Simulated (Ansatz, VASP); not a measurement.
# Zn in VASP and in Ansatz

```
Zn
1.0
     2.73227    0.00000    0.00000
    -1.36613    2.36621    0.00000
     0.00000    0.00000   10.23832
Zn
4
Direct
  0.00000 0.00000 0.00000
  0.00000 0.00000 0.50000
  0.33333 0.66667 0.25000
  0.66667 0.33333 0.75000
```

Alike in both runs: task single point; functional RPBE; k mesh 15 × 15 × 4; occupations fermi-dirac, width 0.1 eV; no spin polarisation.

|  | VASP | Ansatz |
| --- | --- | --- |
| version | VASP 6.6.1 | Ansatz 0.2.0 |
| potentials or method | VASP PAW PBE potentials, release 64 (Zn), cutoff 520 eV | plane waves (420 eV) with PAW, scalar-relativistic |
| valence electrons in the cell | 48 | 48 |

```tsv
	VASP	Ansatz	Ansatz less VASP
pressure (GPa)	-1.9	-2.1	-0.17
traceless stress, the component that is largest in VASP (GPa)	1.66	1.79	+0.128
```

VASP's potentials were made for PBE, not for RPBE.
